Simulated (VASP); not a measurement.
A run of VASP 6.6.1 is set up as follows.

Contents of INCAR:

```
SYSTEM = MgS
  ALGO = Normal
  EDIFF = 1E-6
  ENCUT = 600
  GGA = PS
  GGA_COMPAT = .False.
  ISIF = 2
  ISMEAR = 0
  LASPH = .True.
  LCHARG = .False.
  LREAL = .False.
  LWAVE = .False.
  NBANDS = 11
  NELM = 120
  PREC = Accurate
  SIGMA = 0.1
```

Contents of KPOINTS:

```
k-points
0
Gamma
  6 6 6
  0 0 0
```

File POSCAR:

```
MgS
1.0
    0.0000000000      2.6016500000      2.6016500000
    2.6016500000      0.0000000000      2.6016500000
    2.6016500000      2.6016500000      0.0000000000
Mg S
1 1
Direct
    0.0000000000      0.0000000000      0.0000000000
    0.5000000000      0.5000000000      0.5000000000
```

Potentials or basis: VASP PAW PBE potentials, release 64 (Mg, S).

Run with:

```bash
$ cat potpaw_PBE.64/Mg/POTCAR potpaw_PBE.64/S/POTCAR > POTCAR
$ mpirun -np 1 vasp_std > vasp.out
```

Task: Predict the pressure.

Result: -1.1 GPa.

Task: Predict the band gap on the k mesh.

Result: 2.70 eV, indirect (least direct gap 3.59 eV).

Caveat: the PAW data sets were made with another functional, which shifts forces and pressure a little. A k mesh can miss the band edges.
